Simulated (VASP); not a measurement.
Wanted: the native input for a VASP 6.6.1 run.

- Task: single point
- Functional: LDA
- Potentials or basis: VASP PAW LDA potentials, release 64 (Al)
- Cutoff: 520 eV
- k mesh: 19 × 19 × 4
- Occupations: gaussian, width 0.15 eV
- Spin: no spin polarisation
- Dipole correction: no
- Further INCAR settings: ALGO = Fast; EDIFF = 1e-06; NBANDS = 18

The structure of Al lies in POSCAR:

```
Al
1.0
    2.0239800000     -2.0239800000      0.0000000000
    2.0239800000      0.0000000000     -2.0239800000
   11.5600216151     11.5600216151     11.5600216151
Al
6
Direct
    0.6666666667      0.6666666667      0.0583498103
    0.0000000000      0.0000000000      0.6419646360
    0.3333333333      0.3333333333      0.1750727754
    0.6666666667      0.6666666667      0.4085187057
    0.0000000000      0.0000000000      0.2917957406
    0.3333333333      0.3333333333      0.5252416708
```

This cell differs from its parent crystal: the distance across one plane changed.

These files were run (other wordings do the same):

INCAR

```
SYSTEM = Al
  PREC = Accurate
  ENCUT = 520
  EDIFF = 1E-6
  ISMEAR = 0
  SIGMA = 0.15
  LREAL = .FALSE.
  LASPH = .TRUE.
  NELM = 60
  ALGO = Fast
  ISIF = 2
  LWAVE = .FALSE.
  LCHARG = .TRUE.
  GGA = CA
  LELF = .TRUE.
  LVHAR = .TRUE.
  NBANDS = 18
```

KPOINTS

```
Automatic mesh
0
G
  19 19 4
  0 0 0
```

Potentials or basis: VASP PAW LDA potentials, release 64 (Al).

Command:

```console
$ cat potpaw_LDA.64/Al/POTCAR > POTCAR
$ mpirun -np 1 vasp_std > vasp.out
```

Results of the run:

```json
{
  "Largest force": "0.103 eV/Å",
  "Band gap on the k mesh": "zero (bands 9 and 10 overlap by 3.32 eV)"
}
```

Caveat: the cell differs from its parent crystal (the distance across one plane changed).

It took 4.1 min on 1 thread of AMD EPYC 9R45 96-Core Processor (Zen 5), on a shared host, peak memory 0.37 GiB.
